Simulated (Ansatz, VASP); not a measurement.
## MgS: VASP beside Ansatz

File POSCAR:

```
MgS
1.0
    0.0000000000      2.6015177399      2.6015177399
    2.6015177399      0.0000000000      2.6015177399
    2.6015177399      2.6015177399      0.0000000000
Mg S
1 1
Direct
    0.0000000000      0.0000000000      0.0000000000
    0.5000000000      0.5000000000      0.5000000000
```

File INCAR.step1:

```
SYSTEM = MgS
PREC = Accurate ; ENCUT = 520
ISMEAR = 0 ; SIGMA = 0.01
LREAL = .FALSE. ; LASPH = .TRUE.
NELM = 80 ; NBANDS = 11
GGA = PE ; ALGO = Normal
EDIFF = 1E-4 ; LWAVE = .TRUE.
LCHARG = .FALSE.
```

File INCAR.step2:

```
SYSTEM = MgS
PREC = Accurate ; ENCUT = 520
EDIFF = 1E-7 ; ISMEAR = 0
SIGMA = 0.01 ; LREAL = .FALSE.
LASPH = .TRUE. ; NELM = 80
ALGO = Normal ; ISIF = 2
LWAVE = .FALSE. ; LCHARG = .FALSE.
METAGGA = R2SCAN ; LMIXTAU = .TRUE.
NBANDS = 11 ; ISTART = 1
```

Contents of KPOINTS:

```
regular mesh
0
G
  6 6 6
  0 0 0
```

Input for Ansatz:

```yaml
crystal:
  lattice:
    - [0.0, 2.6015177399, 2.6015177399]
    - [2.6015177399, 0.0, 2.6015177399]
    - [2.6015177399, 2.6015177399, 0.0]
  atoms:
    - { symbol: Mg, position: [0.0, 0.0, 0.0] }
    - { symbol: S, position: [0.5, 0.5, 0.5] }
kpoints:
  mp_grid: { grid: [6, 6, 6] }
hamiltonian:
  xc: r2scan
scf:
  occupations: { method: fixed }
  n_extra_bands: 4
  max_iter: 94
output:
  forces: true
  stress: true
  eigenvalues: true
basis:
  ecutrho_ratio: 8
```

Alike in both runs: task single point; functional r2SCAN; k mesh 6 × 6 × 6; no spin polarisation.

```csv
,VASP,Ansatz
version,VASP 6.6.1,Ansatz 0.2.0
potentials or method,"VASP PAW PBE potentials, release 64 (Mg, S)",plane waves
plane-wave cutoff (eV),520,500
occupations,"gaussian, width 0.01 eV",fixed
valence electrons in the cell,8,16
```

```tsv
	VASP	Ansatz	Ansatz less VASP
gap on the k mesh at the Fermi level (eV)	3.43	3.46	+0.029
pressure (GPa)	-0.4	0.0	+0.47
```

VASP's potentials were made for PBE, not for r2SCAN. VASP's potentials hold 8 valence electrons a cell and Ansatz's 16, so a difference there can come from the potentials and not from the codes.
